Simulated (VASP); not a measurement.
Write the native input for VASP 6.6.1 that does the following.

```yaml
Task: relaxation of cell and atoms
Functional: PBE
Potentials_or_basis: VASP PAW PBE potentials, release 64 (Co, Au)
Cutoff: 600 eV
k_mesh: 6 × 6 × 6
Occupations: gaussian, width 0.1 eV
Spin: collinear spin, ferromagnetic start
Starting_moments: "[1.72, 0.3] μB"
Dipole_correction: no
Further_INCAR_settings: ALGO = Normal; EDIFF = 1e-06; IBRION = 2; EDIFFG = -0.04; NSW = 90; ISIF = 3
```

The structure of CoAu lies in POSCAR:

```
CoAu
1.0
    0.0000000000      2.5138965775      2.5138965775
    2.5138965775      0.0000000000      2.5138965775
    2.5138965775      2.5138965775      0.0000000000
Co Au
1 1
Direct
    0.0000000000      0.0000000000      0.0000000000
    0.7500000000      0.7500000000      0.7500000000
```

These files were run (other wordings do the same):

INCAR

```
PREC = Accurate
ENCUT = 600
EDIFF = 1E-6
ISMEAR = 0
SIGMA = 0.1
LREAL = False
LASPH = True
NELM = 150
ALGO = Normal
ISIF = 3
LWAVE = False
LCHARG = False
ISPIN = 2
MAGMOM = 1.72 0.3
LORBIT = 11
LMAXMIX = 4
GGA = PE
IBRION = 2
NSW = 90
EDIFFG = -0.04
```

KPOINTS

```
Automatic mesh
0
Gamma
  6 6 6
```

Potentials or basis: VASP PAW PBE potentials, release 64 (Co, Au).

The run is started by

```sh
$ cat potpaw_PBE.64/Co/POTCAR potpaw_PBE.64/Au/POTCAR > POTCAR
$ mpirun -np 1 vasp_std > vasp.out
```

Results of the run:

The relaxed volume is 22.36 Å³/atom and the relaxed cell is a = 3.984 Å, b = 3.984 Å, c = 3.984 Å, α = 60.00°, β = 60.00°, γ = 60.00°. The space group after relaxing (to 0.1 Å) is F-43m (No. 216), the energy gained by relaxing is 783.8 meV/atom and the ionic steps are 4. The pressure after relaxing is 0.1 GPa. The net moment is -2.21 μB per cell and the site moments are Co -2.01; Au -0.20 μB. The valence electrons inside the program's atomic spheres are Co 7.96; Au 9.72.

Caveat: the k points lie up to 0.32 Å⁻¹ apart in the final cell; the volume moved by over 15 % at a fixed basis, so the end points are rough.

It took 72 s on 1 thread of Intel(R) Xeon(R) Platinum 8488C (Sapphire Rapids) (shared host), peak memory 0.18 GiB.
